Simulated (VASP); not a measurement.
A run of VASP 6.6.1:

The input INCAR:

```
PREC = Accurate
ENCUT = 520
EDIFF = 1E-6
ISMEAR = 0
SIGMA = 0.2
LREAL = False
LASPH = True
NELM = 100
ALGO = Normal
ISIF = 2
LWAVE = False
LCHARG = True
GGA = PE
LELF = True
LVHAR = True
NBANDS = 52
```

The input KPOINTS:

```
regular mesh
0
Gamma
  4 4 4
```

Contents of POSCAR:

```
Zn6Bi
1.0
    5.9702179491      0.0000000000      0.0000000000
    0.0000000000      5.9702179491      0.0000000000
    0.0000000000      0.0000000000      5.9702179491
Zn Bi
6 1
Direct
    0.1942218855      0.5000000000      0.5000000000
    0.5000000000      0.1942218855      0.5000000000
    0.8057781145      0.5000000000      0.5000000000
    0.5000000000      0.8057781145      0.5000000000
    0.5000000000      0.5000000000      0.1942218855
    0.5000000000      0.5000000000      0.8057781145
    0.0000000000      0.0000000000      0.0000000000
```

Potentials or basis: VASP PAW PBE potentials, release 64 (Zn, Bi_d).

Launch:

```bash
$ cat potpaw_PBE.64/Zn/POTCAR potpaw_PBE.64/Bi_d/POTCAR > POTCAR
$ mpirun -np 1 vasp_std > vasp.out
```

Hardware: 1 thread of Intel(R) Xeon(R) 6975P-C (Granite Rapids), on a shared host.

**Question.** How long does it take, and how much memory?

**Answer.** Run time: 58 s on 1 thread of Intel(R) Xeon(R) 6975P-C (Granite Rapids) (shared host), peak memory 0.36 GiB. Counts: scf iterations 13, k points 10.
